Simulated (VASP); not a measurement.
Write the native input for VASP 6.6.1 that does the following.

* Task: single point
* Functional: PBEsol
* Dispersion: D4
* Potentials or basis: VASP PAW PBE potentials, release 64 (Bi_d, Te)
* Cutoff: 520 eV
* k mesh: 7 × 7 × 7
* Occupations: fermi-dirac, width 0.05 eV
* Spin: no spin polarisation
* Dipole correction: no
* Further INCAR settings: ALGO = Normal; EDIFF = 1e-06; NBANDS = 18

The structure of BiTe lies in POSCAR:

```
BiTe
1.0
    2.4066603631      1.3894860085      3.0765088153
   -2.4066603631      1.3894860085      3.0765088153
    0.0000000000     -2.7789720169      3.0765088153
Bi Te
1 1
Direct
    0.5000000000      0.5000000000      0.5000000000
    0.0000000000      0.0000000000      0.0000000000
```

These files were run (other wordings do the same):

INCAR

```
PREC = Accurate
ENCUT = 520
EDIFF = 1E-6
ISMEAR = -1
SIGMA = 0.05
LREAL = False
LASPH = True
NELM = 80
ALGO = Normal
ISIF = 2
LWAVE = False
LCHARG = False
GGA = PS
IVDW = 13
NBANDS = 18
```

KPOINTS

```
regular mesh
0
Gamma
  7 7 7
```

Potentials or basis: VASP PAW PBE potentials, release 64 (Bi_d, Te).

Command:

```sh
$ cat potpaw_PBE.64/Bi_d/POTCAR potpaw_PBE.64/Te/POTCAR > POTCAR
$ mpirun -np 1 vasp_std > vasp.out
```

Results of the run:

* Pressure: 0.0 GPa
* Band gap on the k mesh: zero (an odd number of electrons rules out a gap without spin polarisation)
* Dispersion energy per atom: -0.310 eV

Caveat: the PAW data sets were made with another functional, which shifts forces and pressure a little; spin-orbit coupling is left out, which moves the levels of the heavy elements.

Wall time 44 s on 1 thread of Intel Xeon 8259CL, on a shared host, peak memory 0.2 GiB.
